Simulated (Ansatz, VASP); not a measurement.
**ZnS in VASP and in Ansatz**

File INCAR:

```
ALGO = Normal
EDIFF = 1E-6
ENCUT = 520
GGA = PE
ISIF = 2
ISMEAR = 0
LASPH = T
LCHARG = F
LREAL = F
LWAVE = F
NBANDS = 26
NELM = 80
PREC = Accurate
SIGMA = 0.05
```

Contents of KPOINTS:

```
k-points
0
Gamma
  9 9 6
```

POSCAR

```
ZnS
1.0
    3.7985747035      0.0000000000      0.0000000000
   -1.8992873517      3.2896621915      0.0000000000
    0.0000000000      0.0000000000      5.6853267588
Zn S
2 2
Direct
    0.3333333333      0.6666666667      0.0052003725
    0.6666666667      0.3333333333      0.5052003725
    0.3333333333      0.6666666667      0.3797996275
    0.6666666667      0.3333333333      0.8797996275
```

Input for Ansatz:

```yaml
crystal:
  lattice:
    - [3.7985747035, 0.0, 0.0]
    - [-1.8992873517, 3.2896621915, 0.0]
    - [0.0, 0.0, 5.6853267588]
  atoms:
    - { symbol: Zn, position: [0.3333333333, 0.6666666667, 0.0052003725] }
    - { symbol: Zn, position: [0.6666666667, 0.3333333333, 0.5052003725] }
    - { symbol: S, position: [0.3333333333, 0.6666666667, 0.3797996275] }
    - { symbol: S, position: [0.6666666667, 0.3333333333, 0.8797996275] }
basis:
  ecutwfc: 520.0
kpoints:
  mp_grid: { grid: [9, 9, 6] }
hamiltonian:
  xc: pbe
scf:
  occupations: { method: gaussian, width: 0.05 }
output:
  forces: true
  stress: true
  eigenvalues: true
```

Alike in both runs: task single point; functional PBE; k mesh 9 × 9 × 6; occupations gaussian, width 0.05 eV; no spin polarisation.

```csv
,VASP,Ansatz
version,VASP 6.6.1,Ansatz 0.2.0
potentials or method,"VASP PAW PBE potentials, release 64 (Zn, S), cutoff 520 eV","scalar-relativistic, plane waves, PAW"
valence electrons in the cell,36,36
```

|  | VASP | Ansatz | Ansatz less VASP |
| --- | --- | --- | --- |
| gap on the k mesh at the Fermi level (eV) | 2.48 | 2.48 | -0.001 |
| least direct gap on the mesh (eV) | 2.48 | 2.48 | -0.001 |
| pressure (GPa) | 13.6 | 13.4 | -0.24 |
| traceless stress, the component that is largest in VASP (GPa) | 14.35 | 14.31 | -0.041 |
| rms of the force components (eV/Å) | 0.775 | 0.771 | -0.0039 |

Atom by atom the forces differ by 0.004 eV/Å (rms over components). With one functional, cell and mesh, what is left measures potentials, basis and numerics.
